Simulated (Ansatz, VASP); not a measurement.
Al3B2W: VASP beside Ansatz

```
Al B W
1.0
     2.96904    0.00000    0.00000
    -1.48452    2.57127    0.00000
     0.00000    0.00000    9.98499
Al B W
3 2 1
Cartesian
  0.0000 0.0000 8.2466
  0.0000 1.7142 3.7873
  1.4845 0.8571 6.0785
  0.0000 1.7142 -0.0083
  1.4845 0.8571 0.0292
  0.0000 0.0000 1.6370
```

Alike in both runs: functional PBE; k mesh 6 × 6 × 2; occupations gaussian, width 0.2 eV; no spin polarisation.

Ansatz relaxed the structure, and its values are those at the end. VASP's run is a single point on that final structure, the one shown.

|  | VASP | Ansatz |
| --- | --- | --- |
| version | VASP 6.6.1 | Ansatz 0.2.0 |
| potentials or method | VASP PAW PBE potentials, release 64 (Al, B, W_sv), cutoff 520 eV | scalar-relativistic, plane waves, PAW |
| valence electrons in the cell | 29 | 29 |

```tsv
	VASP	Ansatz	Ansatz less VASP
gap on the k mesh at the Fermi level (eV)	none	none	-
pressure (GPa)	0.3	0.1	-0.12
rms of the force components (eV/Å)	0.012	0.016	+0.0043
```

A gap of «none» marks a metal or a gap that the smearing closes.

The k mesh is coarse, so the values compare programs but aren't converged. Neither program's run includes spin-orbit coupling.
